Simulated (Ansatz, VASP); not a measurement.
This is a calculation of Ta for VASP 6.6.1.

The input INCAR:

```
SYSTEM = Ta
PREC = Accurate
ENCUT = 520
EDIFF = 1E-6
ISMEAR = -1
SIGMA = 0.05
LREAL = .False.
LASPH = .True.
NELM = 60
ALGO = Normal
ISIF = 2
LWAVE = .False.
LCHARG = .True.
GGA = PS
LELF = .True.
LVHAR = .True.
NBANDS = 18
```

Contents of KPOINTS:

```
regular mesh
0
Gamma
  11 11 5
  0 0 0
```

The input POSCAR:

```
Ta
1.0
    2.9385392399      0.0000000000      0.0000000000
   -1.4692696200      2.5448496318      0.0000000000
    0.0000000000      0.0000000000      5.2342590858
Ta
2
Direct
    0.3333333333      0.6666666667      0.2500000000
    0.6666666667      0.3333333333      0.7500000000
```

Potentials or basis: VASP PAW PBE potentials, release 64 (Ta_pv).

Launch:

```bash
$ cat potpaw_PBE.64/Ta_pv/POTCAR > POTCAR
$ mpirun -np 1 vasp_std > vasp.out
```

Translate it to Ansatz 0.2.0. Potentials there: all-electron LAPW, scalar-relativistic.

As run (the cutoff follows the program's own potentials):

Contents of input.yaml:

```yaml
crystal:
  lattice:
    - [2.9385392399, 0.0, 0.0]
    - [-1.46926962, 2.5448496318, 0.0]
    - [0.0, 0.0, 5.2342590858]
  atoms:
    - { symbol: Ta, position: [0.3333333333, 0.6666666667, 0.25] }
    - { symbol: Ta, position: [0.6666666667, 0.3333333333, 0.75] }
kpoints:
  mp_grid: { grid: [11, 11, 5] }
scf:
  occupations: { method: fermi_dirac, width: 0.05 }
hamiltonian:
  xc: pbesol
  pseudopotentials: { kind: all_electron, lapw: { basis_error: 0.001 } }
output:
  forces: true
  stress: true
  eigenvalues: true
```

Potentials or basis: all-electron LAPW, scalar-relativistic.

Command:

```sh
$ ansatz run input.yaml --threads 1 --pin off --max-ram 3072MiB --backend cpu --events-out ev --progress --plain --runs-dir out
```

Both were run:

|  | VASP | Ansatz | Ansatz less VASP |
| --- | --- | --- | --- |
| gap on the k mesh at the Fermi level (eV) | none | none | - |
| pressure (GPa) | -13.6 | -13.6 | +0.03 |
| traceless stress, the component that is largest in VASP (GPa) | 1.63 | 1.65 | +0.018 |

VASP's potentials were made for PBE, not for PBEsol. A gap of «none» marks a metal or a gap that the smearing closes. Ansatz ran all-electron here, and VASP with PAW potentials.

Neither program's run includes spin-orbit coupling.
